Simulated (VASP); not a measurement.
Here is a VASP 6.6.1 calculation.

The input POSCAR:

```
BaF2
1.0
    0.0000000000      3.0971612412      3.0971612412
    3.0971612412      0.0000000000      3.0971612412
    3.0971612412      3.0971612412      0.0000000000
Ba F
1 2
Direct
    0.0000000000      0.0000000000      0.0000000000
    0.2500000000      0.2500000000      0.2500000000
    0.7500000000      0.7500000000      0.7500000000
```

INCAR.step1

```
PREC = Accurate
ENCUT = 660
ISMEAR = 0
SIGMA = 0.01
LREAL = F
LASPH = T
NELM = 120
NBANDS = 19
GGA = PE
ALGO = Normal
EDIFF = 1E-5
LWAVE = T
LCHARG = F
GGA_COMPAT = F
```

INCAR.step2

```
PREC = Accurate
ENCUT = 660
EDIFF = 1E-6
ISMEAR = 0
SIGMA = 0.01
LREAL = F
LASPH = T
NELM = 120
ALGO = Normal
ISIF = 2
LWAVE = F
LCHARG = F
METAGGA = R2SCAN
LMIXTAU = T
NBANDS = 19
ISTART = 1
GGA_COMPAT = F
```

The input KPOINTS:

```
Automatic mesh
0
Gamma
  4 4 4
```

Potentials or basis: VASP PAW PBE potentials, release 64 (Ba_sv, F).

Launch:

```console
$ cat potpaw_PBE.64/Ba_sv/POTCAR potpaw_PBE.64/F/POTCAR > POTCAR
$ cp INCAR.step1 INCAR
$ mpirun -np 1 vasp_std > vasp.out
$ cp INCAR.step2 INCAR
$ mpirun -np 1 vasp_std > vasp.out
```

Predict the band gap on the k mesh.

7.34 eV (least direct gap 7.43 eV).

What does it give for the pressure?

0.9 GPa.

Caveat: the k points lie up to 0.44 Å⁻¹ apart; the PAW data sets were made with another functional, which shifts forces and pressure a little; spin-orbit coupling is left out, which moves the levels of the heavy elements. r2SCAN opens gaps a little over a GGA but as a rule still falls short of measured ones.
